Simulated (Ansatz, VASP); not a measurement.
# One calculation of YSn2B2, two programs

POSCAR

```
YSn2B2
1.0
    6.3267030000      0.0000000000      0.0000000000
    0.0000000000      6.3267030000      0.0000000000
    0.0000000000      0.0000000000      4.2400130000
Sn B Y
4 4 2
Direct
    0.1626000000      0.6626000000      0.5000000000
    0.3374000000      0.1626000000      0.5000000000
    0.8374000000      0.3374000000      0.5000000000
    0.6626000000      0.8374000000      0.5000000000
    0.3622000000      0.8622000000      0.5000000000
    0.1378000000      0.3622000000      0.5000000000
    0.6378000000      0.1378000000      0.5000000000
    0.8622000000      0.6378000000      0.5000000000
    0.0000000000      0.0000000000      0.0000000000
    0.5000000000      0.5000000000      0.0000000000
```

INCAR.step1

```
SYSTEM = YSn2B2
PREC = Accurate ; ENCUT = 520
ISMEAR = 1 ; SIGMA = 0.0305
LREAL = .FALSE. ; LASPH = .TRUE.
NELM = 80 ; NBANDS = 56
GGA = PE ; ALGO = Normal
EDIFF = 1E-4 ; LWAVE = .TRUE.
LCHARG = .FALSE.
```

File INCAR.step2:

```
SYSTEM = YSn2B2
PREC = Accurate ; ENCUT = 520
EDIFF = 1E-6 ; ISMEAR = 1
SIGMA = 0.0305 ; LREAL = .FALSE.
LASPH = .TRUE. ; NELM = 80
ALGO = Normal ; ISIF = 2
LWAVE = .FALSE. ; LCHARG = .FALSE.
METAGGA = R2SCAN ; LMIXTAU = .TRUE.
NBANDS = 56 ; ISTART = 1
```

File KPOINTS:

```
Automatic mesh
0
G
  3 3 4
  0 0 0
```

Input for Ansatz:

```yaml
crystal:
  lattice:
    - [6.326703, 0.0, 0.0]
    - [0.0, 6.326703, 0.0]
    - [0.0, 0.0, 4.240013]
  atoms:
    - { symbol: Sn, position: [0.1626, 0.6626, 0.5] }
    - { symbol: Sn, position: [0.3374, 0.1626, 0.5] }
    - { symbol: Sn, position: [0.8374, 0.3374, 0.5] }
    - { symbol: Sn, position: [0.6626, 0.8374, 0.5] }
    - { symbol: B, position: [0.3622, 0.8622, 0.5] }
    - { symbol: B, position: [0.1378, 0.3622, 0.5] }
    - { symbol: B, position: [0.6378, 0.1378, 0.5] }
    - { symbol: B, position: [0.8622, 0.6378, 0.5] }
    - { symbol: "Y", position: [0.0, 0.0, 0.0] }
    - { symbol: "Y", position: [0.5, 0.5, 0.0] }
  symmetry: { tolerance: 0.0003 }
kpoints:
  mp_grid: { grid: [3, 3, 4], shift: [0, 0, 0] }
magnetization:
  spin_polarized: false
scf:
  occupations: { method: methfessel_paxton, width: 0.0305 }
hamiltonian:
  pseudopotentials: { kind: paw }
  xc: r2scan
basis:
  ecutwfc: 500
output:
  forces: true
  stress: true
  eigenvalues: true
  write_density: true
  write_potential: true
  elf: true
  volumetric_format: npy
```

Alike in both runs: task single point; functional r2SCAN; k mesh 3 × 3 × 4; occupations methfessel-paxton of order 1, width 0.0305 eV; no spin polarisation.

```csv
,VASP,Ansatz
version,VASP 6.6.1,Ansatz 0.2.0
potentials or method,"VASP PAW PBE potentials, release 64 (Sn_d, B, Y_sv), cutoff 520 eV",PAW plane waves
valence electrons in the cell,90,90
```

```tsv
	VASP	Ansatz	Ansatz less VASP
gap on the k mesh at the Fermi level (eV)	none	none	-
rms of the force components (eV/Å)	0.388	0.400	+0.0120
```

VASP's potentials were made for PBE, not for r2SCAN. Atom by atom the forces differ by 0.015 eV/Å (rms over components). A gap of «none» marks a metal or a gap that the smearing closes. The functional is the same, so the differences come from potentials, cutoffs and numerics.

The k mesh is coarse, so the values compare programs but aren't converged.
